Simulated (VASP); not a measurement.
Input of a VASP 6.6.1 run:

The input INCAR:

```
PREC = Accurate
ENCUT = 520
EDIFF = 1E-7
ISMEAR = 0
SIGMA = 0.1
LREAL = F
LASPH = T
NELM = 100
ALGO = Fast
ISIF = 2
LWAVE = F
LCHARG = F
GGA = PE
NBANDS = 30
```

The input KPOINTS:

```
regular mesh
0
Gamma
  8 8 12
```

File POSCAR:

```
Sc
1.0
    5.4791802839      0.0000000000      0.0000000000
    0.0000000000      5.4791802839      0.0000000000
    0.0000000000      0.0000000000      3.5225289365
Sc
4
Direct
    0.5000000000      0.5000000000      0.0000000000
    0.0000000000      0.0000000000      0.0000000000
    0.5000000000      0.0000000000      0.4709116526
    0.0000000000      0.5000000000      0.5290883474
```

Potentials or basis: VASP PAW PBE potentials, release 64 (Sc_sv).

Command:

```bash
$ cat potpaw_PBE.64/Sc_sv/POTCAR > POTCAR
$ mpirun -np 1 vasp_std > vasp.out
```

Task: What does it give for the band gap on the k mesh?

Result: Zero (bands 22 and 23 overlap by 0.74 eV).

Task: Predict the pressure.

Result: -3.0 GPa.

Task: Estimate the largest force.

Result: 0.211 eV/Å.

Forces in eV/Å, atoms in the order of the input:
```
Sc   0.000  0.000  0.000
Sc   0.000  0.000  0.000
Sc   0.000  0.000  0.211
Sc   0.000  0.000 -0.211
```

Caveat: the cell differs from its parent crystal (strained).
